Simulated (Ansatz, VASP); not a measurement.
**Two plane-wave programs on SnSe2**

```
Sn Se
1.0
    -2.84696    2.84696    5.62796
     2.84696   -2.84696    5.62796
     2.84696    2.84696   -5.62796
Sn Se
2 4
Direct
  0.75000 0.25000 0.50000
  0.00000 0.00000 0.00000
  0.52178 0.02178 0.50000
  0.77178 0.77178 0.00000
  0.22822 0.22822 0.00000
  0.97822 0.47822 0.50000
```

Alike in both runs: task single point; functional PBE; k mesh 6 × 6 × 6; no spin polarisation.

```csv
,VASP,Ansatz
version,VASP 6.6.1,Ansatz 0.2.0
potentials or method,"VASP PAW PBE potentials, release 64 (Sn_d, Se)","plane waves, PAW"
plane-wave cutoff (eV),520,420
occupations,"gaussian, width 0.01 eV",fixed
valence electrons in the cell,52,92
```

|  | VASP | Ansatz | Ansatz less VASP |
| --- | --- | --- | --- |
| gap on the k mesh at the Fermi level (eV) | 0.24 | 0.24 | -0.001 |
| pressure (GPa) | 0.0 | 0.0 | -0.03 |
| rms of the force components (eV/Å) | 0.004 | 0.001 | -0.0028 |

Atom by atom the forces differ by 0.003 eV/Å (rms over components). VASP's potentials hold 52 valence electrons a cell and Ansatz's 92, so a difference there can come from the potentials and not from the codes.
